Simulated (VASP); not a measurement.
# Cu16H in VASP: relaxation of the atoms with PBE

Aim: the relaxation of the atoms of Cu16H with PBE.

Everything below comes from runs of VASP 6.6.1. Logs are shortened: lines on timing, memory, paths and dates and some standing lists are left out, and cuts for length are marked.

### 1 The cell of the first run

The cell holds a slab with vacuum, 17 atoms: a = 5.105 Å, b = 5.105 Å, c = 17.253 Å, α = 90.00°, β = 90.00°, γ = 60.00°.

### 2 Relaxation of the atoms, PBE

The input, INCAR:

```
SYSTEM = Cu16H
PREC = Accurate ; ENCUT = 520
EDIFF = 1E-7 ; ISMEAR = -1
SIGMA = 0.05 ; LREAL = Auto
LASPH = .TRUE. ; NELM = 60
ALGO = Normal ; ISIF = 2
LWAVE = .FALSE. ; LCHARG = .FALSE.
GGA = PE ; IBRION = 2
NSW = 45 ; EDIFFG = -0.08
LUSENCCL = .FALSE.
```

The input, KPOINTS:

```
regular mesh
0
G
  3 3 1
  0 0 0
```

The input, POSCAR:

```
Cu16H
1.0
    5.1053110000      0.0000000000      0.0000000000
    2.5526550000      4.4213290000      0.0000000000
    0.0000000000      0.0000000000     17.2527030000
Cu H
16 1
Selective dynamics
Direct
    0.0000000000      0.0000000000      0.0579619000  F F F
    0.5000000000      0.0000000000      0.0579619000  F F F
    0.0000000000      0.5000000000      0.0579619000  F F F
    0.5000000000      0.5000000000      0.0579619000  F F F
    0.1666667000      0.1666667000      0.1787682000  T T T
    0.6666667000      0.1666667000      0.1787682000  T T T
    0.1666667000      0.6666667000      0.1787682000  T T T
    0.6666667000      0.6666667000      0.1787682000  T T T
   -0.1666667000      0.3333333000      0.2995744000  T T T
    0.3333333000      0.3333333000      0.2995744000  T T T
   -0.1666667000      0.8333333000      0.2995744000  T T T
    0.3333333000      0.8333333000      0.2995744000  T T T
    0.0000000000      0.0000000000      0.4203807000  T T T
    0.5000000000      0.0000000000      0.4203807000  T T T
    0.0000000000      0.5000000000      0.4203807000  T T T
    0.5000000000      0.5000000000      0.4203807000  T T T
    0.8173270000      0.3416834000      0.4737057000  T T T
```

Potentials or basis: VASP PAW PBE potentials, release 64 (Cu, H).

Started as:

```sh
cat potpaw_PBE.64/Cu/POTCAR potpaw_PBE.64/H/POTCAR > POTCAR
mpirun -np 1 vasp_std > vasp.out
```

OUTCAR:

```text
SYSTEM = Cu16H
   PREC = Accurate
   ENCUT = 520
   EDIFF = 1E-7
   ISMEAR = -1
   LREAL = Auto
   LASPH = .TRUE.
   NELM = 60
   ISIF = 2
   GGA = PE
   IBRION = 2
   NSW = 45
   EDIFFG = -0.08

 ion  position               nearest neighbor table
   1  0.000  0.000  0.058-   3 2.55   3 2.55   2 2.55   2 2.55   4 2.55   4 2.55   7 2.55   6 2.55
                             5 2.55
   2  0.500  0.000  0.058-   4 2.55   4 2.55   1 2.55   1 2.55   3 2.55   3 2.55   8 2.55   5 2.55
                             6 2.55
   3  0.000  0.500  0.058-   1 2.55   1 2.55   4 2.55   4 2.55   2 2.55   2 2.55   5 2.55   8 2.55
                             7 2.55
   4  0.500  0.500  0.058-   2 2.55   2 2.55   3 2.55   3 2.55   1 2.55   1 2.55   6 2.55   7 2.55
                             8 2.55
   5  0.167  0.167  0.179-  10 2.55  12 2.55   9 2.55   7 2.55   7 2.55   6 2.55   6 2.55   8 2.55
                             8 2.55   3 2.55   2 2.55   1 2.55
   6  0.667  0.167  0.179-   9 2.55  11 2.55  10 2.55   8 2.55   8 2.55   5 2.55   5 2.55   7 2.55
                             7 2.55   4 2.55   1 2.55   2 2.55
   7  0.167  0.667  0.179-  12 2.55  10 2.55  11 2.55   5 2.55   5 2.55   8 2.55   8 2.55   6 2.55
                             6 2.55   1 2.55   4 2.55   3 2.55
   8  0.667  0.667  0.179-  11 2.55   9 2.55  12 2.55   6 2.55   6 2.55   7 2.55   7 2.55   5 2.55
                             5 2.55   2 2.55   3 2.55   4 2.55
   9  0.833  0.333  0.300-   6 2.55   8 2.55   5 2.55  11 2.55  11 2.55  10 2.55  10 2.55  12 2.55
                            12 2.55  13 2.55  16 2.55  15 2.55
  10  0.333  0.333  0.300-   5 2.55   7 2.55   6 2.55  12 2.55  12 2.55   9 2.55   9 2.55  11 2.55
                            11 2.55  14 2.55  15 2.55  16 2.55
  11  0.833  0.833  0.300-   8 2.55   6 2.55   7 2.55   9 2.55   9 2.55  12 2.55  12 2.55  10 2.55
                            10 2.55  15 2.55  14 2.55  13 2.55
  12  0.333  0.833  0.300-   7 2.55   5 2.55   8 2.55  10 2.55  10 2.55  11 2.55  11 2.55   9 2.55
                             9 2.55  16 2.55  13 2.55  14 2.55
  13  0.000  0.000  0.420-  17 1.77  15 2.55  15 2.55  14 2.55  14 2.55  16 2.55  16 2.55   9 2.55
                            12 2.55  11 2.55
  14  0.500  0.000  0.420-  16 2.55  16 2.55  13 2.55  13 2.55  15 2.55  15 2.55  10 2.55  11 2.55
                            12 2.55
  15  0.000  0.500  0.420-  17 1.77  13 2.55  13 2.55  16 2.55  16 2.55  14 2.55  14 2.55  11 2.55
                            10 2.55   9 2.55
  16  0.500  0.500  0.420-  17 1.68  14 2.55  14 2.55  15 2.55  15 2.55  13 2.55  13 2.55  12 2.55
                             9 2.55  10 2.55
  17  0.817  0.342  0.474-  16 1.68  15 1.77  13 1.77

  LATTYP: Found a hexagonal cell.
 ALAT       =     5.1053107325
 C/A-ratio  =     3.3793639416

  Lattice vectors:

 A1 = (  -2.5526550000,  -4.4213290000,   0.0000000000)
 A2 = (   5.1053110000,   0.0000000000,   0.0000000000)
 A3 = (   0.0000000000,   0.0000000000,  17.2527030000)

Analysis of symmetry for initial positions (statically):
[... 166 lines left out ...]
   IALGO  =     38    algorithm
   IMIX   =      4    mixing-type and parameters
     AMIX     =   0.40;   BMIX     =  1.00
     AMIX_MAG =   1.60;   BMIX_MAG =  1.00
  volume/ion in A,a.u.               =      22.91       154.59
  Fermi-wavevector in a.u.,A,eV,Ry     =   1.258699  2.378596 21.556023  1.584323
  Thomas-Fermi vector in A             =   2.392296
   LORBIT       =      0    0 simple, 1 ext, 2 COOP (PROOUT), +10 PAW based schemes
   GGA     = PE    functional components
   LHFCALC =     F    Hartree Fock is set to
   AEXX    =    0.0000 exact exchange contribution
   IVDW    =     0    specifies the selected vdW correction
   LEPSILON=     F    determine dielectric tensor
   LRPA    =     F    only Hartree local field effects (RPA)
 conjugate gradient relaxation of ions
 non-spin polarized calculation
  energy-cutoff  :      520.00
  volume of cell :      389.43
 maximum number of plane-waves:     10529
 NGX is ok and might be reduce to    40
   NGX = 19   NGY = 19   NGZ = 65

--------------------------------------- Ionic step        1  -------------------------------------------

 number of electron     177.0000025 magnetization

 Free energy of the ion-electron system (eV)
  ---------------------------------------------------
  ext. energy  EPLUGINS =         0.00000000
  ---------------------------------------------------
  free energy    TOTEN  =       -59.13490076 eV

  energy without entropy =      -59.04446848  energy(sigma->0) =      -59.08968462

------------------------ aborting loop because EDIFF is reached ----------------------------------------

  FORCE on cell =-STRESS in cart. coord.  units (eV):
  Direction    XX          YY          ZZ          XY          YZ          ZX
  --------------------------------------------------------------------------------------
  -------------------------------------------------------------------------------------
  Total       -1.7532756     -1.8679731      2.0863151     -0.0943815     -0.1037583      0.1730655
  in kB       -7.2132104     -7.6850909      8.5833793     -0.3882980     -0.4268757      0.7120147
  external PRESSURE =      -2.1049740 kB  Pullay stress =       0.0000000 kB
[... 242 lines left out ...]
--------------------------------------- Ionic step        6  -------------------------------------------

 number of electron     177.0000015 magnetization

 Free energy of the ion-electron system (eV)
  ---------------------------------------------------
  ext. energy  EPLUGINS =         0.00000000
  ---------------------------------------------------
  free energy    TOTEN  =       -59.17947584 eV

  energy without entropy =      -59.09127627  energy(sigma->0) =      -59.13537605

 E-fermi :   1.1883     XC(G=0):  -7.2591

 val. band max:        1.1551282336   @ k =   0.3333   0.0000   0.0000
 cond. band min:       1.5641218406   @ k =   0.3333   0.0000   0.0000
 fundamental gap:      0.4089936071
 Fermi energy:         1.1883399973

 k-point     1 :       0.0000    0.0000    0.0000
  band No.  band energies     occupation
      1      -7.6796      2.00000
      2      -6.6904      2.00000
      3      -5.3316      2.00000
      4      -4.1344      2.00000
      5      -3.6343      2.00000
      6      -3.5472      2.00000
[... 504 lines left out ...]
     99       5.4237      0.00000
    100       5.7015      0.00000
 [bands above 100 left out]

------------------------ aborting loop because EDIFF is reached ----------------------------------------

  FORCE on cell =-STRESS in cart. coord.  units (eV):
  Direction    XX          YY          ZZ          XY          YZ          ZX
  --------------------------------------------------------------------------------------
  -------------------------------------------------------------------------------------
  Total       -2.0669629     -2.0444005      1.4244105      0.0196213     -0.0421725      0.0685610
  in kB       -8.5037617     -8.4109371      5.8602151      0.0807247     -0.1735032      0.2820689
  external PRESSURE =      -3.6848279 kB  Pullay stress =       0.0000000 kB
[... 32 lines left out ...]
  FREE ENERGIE OF THE ION-ELECTRON SYSTEM (eV)
  ---------------------------------------------------
  free  energy   TOTEN  =       -59.1794758353 eV

  energy  without entropy=      -59.0912762727  energy(sigma->0) =      -59.13537605

 reached required accuracy - stopping structural energy minimisation
```

CONTCAR:

```text
Cu16H
    1.000000000000000
     5.1053110000000004    0.0000000000000000    0.0000000000000000
     2.5526550000000001    4.4213290000000001    0.0000000000000000
     0.0000000000000000    0.0000000000000000   17.2527030000000003
  Cu              H
    16     1
Selective dynamics
Direct
     0.0000000000000000    0.0000000000000000    0.0579619000000022   F   F   F
[... 14 lines left out ...]
     0.4967203402473526    0.5016688352522003    0.4220881191251085   T   T   T
     0.8278440694633235    0.3362245327728250    0.4757348886124574   T   T   T

  0.00000000E+00  0.00000000E+00  0.00000000E+00
  0.00000000E+00  0.00000000E+00  0.00000000E+00
  0.00000000E+00  0.00000000E+00  0.00000000E+00
  0.00000000E+00  0.00000000E+00  0.00000000E+00
  0.00000000E+00  0.00000000E+00  0.00000000E+00
  0.00000000E+00  0.00000000E+00  0.00000000E+00
[... 9 lines left out ...]
  0.00000000E+00  0.00000000E+00  0.00000000E+00
  0.00000000E+00  0.00000000E+00  0.00000000E+00
```

It took 11 min on 1 × NVIDIA H100 80GB with 1 thread of Intel Xeon Platinum 8481C at 2.70GHz (Sapphire Rapids), shared host; peak memory 1.4 GiB.

Results:

| Item | Value |
| --- | --- |
| Free energy | -59.1795 eV |
| Energy gained by relaxing | 2.6 meV/atom |
| Ionic steps | 6 |
| Band gap on the k mesh | zero (an odd number of electrons rules out a gap without spin polarisation) |

The path:
```
step  energy change (eV)  largest force on free atoms (eV/Å)  pressure (GPa)
   1              0.0000                              0.5901           -0.21
   2             -0.0250                              0.3174           -0.25
   3             -0.0352                              0.1232           -0.27
   4             -0.0398                              0.1062           -0.28
   5             -0.0428                              0.0990           -0.32
   6             -0.0446                              0.0652           -0.37
```

Final structure:
```xyz
17
Lattice="5.1053 0.0000 0.0000 2.5527 4.4213 0.0000 0.0000 0.0000 17.2527" Properties=species:S:1:pos:R:3 pbc="T T T"
Cu    0.0000    0.0000    1.0000
Cu    2.5527    0.0000    1.0000
Cu    1.2763    2.2107    1.0000
Cu    3.8290    2.2107    1.0000
Cu    1.2845    0.7322    3.0951
Cu    3.8210    0.7322    3.0966
Cu    2.5523    2.9478    3.1004
Cu    5.1054    2.9569    3.0967
Cu    5.1045    1.4742    5.0951
Cu    2.5502    1.4810    5.1801
Cu    6.3877    3.6810    5.1830
Cu    3.8215    3.6830    5.1801
Cu    5.0986    0.0106    7.2926
Cu    2.5492    0.0021    7.2385
Cu    6.3696    2.2117    7.2924
Cu    3.8165    2.2180    7.2822
H     5.0847    1.4866    8.2077
```

Levels at points of the mesh, in eV from the Fermi level:
| k point | band 87 | band 88 | band 89 | band 90 | band 91 | band 92 |
| --- | --- | --- | --- | --- | --- | --- |
| (0.00, 0.00, 0.00) | -0.13 | -0.13 | 0.52 | 0.86 | 0.86 | 1.17 |

Caveat: the k points lie up to 0.47 Å⁻¹ apart, too coarse for converged energies and pressures of a metal; there is no dipole correction, which matters where the two faces differ.

The gap in the log of VASP goes by the Fermi energy; the results here count the filled bands.